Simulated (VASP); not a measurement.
A run of VASP 6.6.1:

Contents of INCAR:

```
ALGO     = Normal         # electronic algorithm
EDIFF    = 1E-6           # SCF threshold, eV
ENCUT    = 520            # plane-wave cutoff, eV
GGA      = PS             # functional
ISIF     = 2              # what is computed and relaxed
ISMEAR   = 0              # smearing method
LASPH    = T              # aspherical terms in the spheres
LCHARG   = F              # write CHGCAR
LREAL    = F              # projectors in reciprocal space
LWAVE    = F              # write WAVECAR
NBANDS   = 16             # bands
NELM     = 100            # most SCF steps
PREC     = Accurate       # precision mode
SIGMA    = 0.15           # smearing width, eV
```

Contents of KPOINTS:

```
k-points
0
Gamma
  18 18 16
```

Contents of POSCAR:

```
WC
1.0
    2.9005014360      0.0000000000      0.0000000000
   -1.4502507180      2.5119079273     -0.0502381585
    0.0000000000     -0.0565800000      2.8290000000
W C
1 1
Direct
    0.0000000000      0.0000000000      0.0000000000
    0.6666666667      0.3333333333      0.5000000000
```

Potentials or basis: VASP PAW PBE potentials, release 64 (W_sv, C).

The run is started by

```bash
$ cat potpaw_PBE.64/W_sv/POTCAR potpaw_PBE.64/C/POTCAR > POTCAR
$ mpirun -np 1 vasp_std > vasp.out
```

Hardware: 1 thread of Intel Xeon 8259CL (shared host).

**Question.** How long does it take, and how much memory?

**Answer.** Wall time 7.3 min on 1 thread of Intel Xeon 8259CL, with other jobs on the host, peak memory 0.53 GiB. Counts: scf iterations 12, k points 1379.
